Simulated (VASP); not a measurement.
Runs of VASP 6.6.1 on Yb. The structure is that of space group Im-3m (No. 229), or close to it. The cells are those of the table. 

```csv
cell,k mesh,gap on the mesh (eV),pressure (GPa)
"a = 3.605 Å, angles 109.5°, 1 atom",12 × 12 × 12,none,(a)
"a = 3.461 Å, angles 109.5°, 1 atom",12 × 12 × 12,none,2.4
"a = 3.558 Å, angles 109.5°, 1 atom",6 × 6 × 6,none,(b)
"a = 3.650 Å, angles 109.5°, 1 atom",12 × 12 × 12,none,-1.6
"a = 3.410 Å, angles 109.5°, 1 atom",12 × 12 × 12,none,3.2
```

Alike in all rows: task single point; level PBE; potentials or basis VASP PAW PBE potentials, release 64 (Yb); no spin polarisation; cutoff (eV) 520; smearing fermi-dirac 0.1 eV.

Estimate the missing entries.

(a) -0.7; (b) -0.1.

Caveats: some runs use coarse meshes; spin-orbit coupling is left out, which moves the levels of the heavy elements.

A k mesh can miss the band edges, and the runs leave out spin-orbit coupling on Yb.

A gap of «none» marks levels without a gap at the run's occupations.
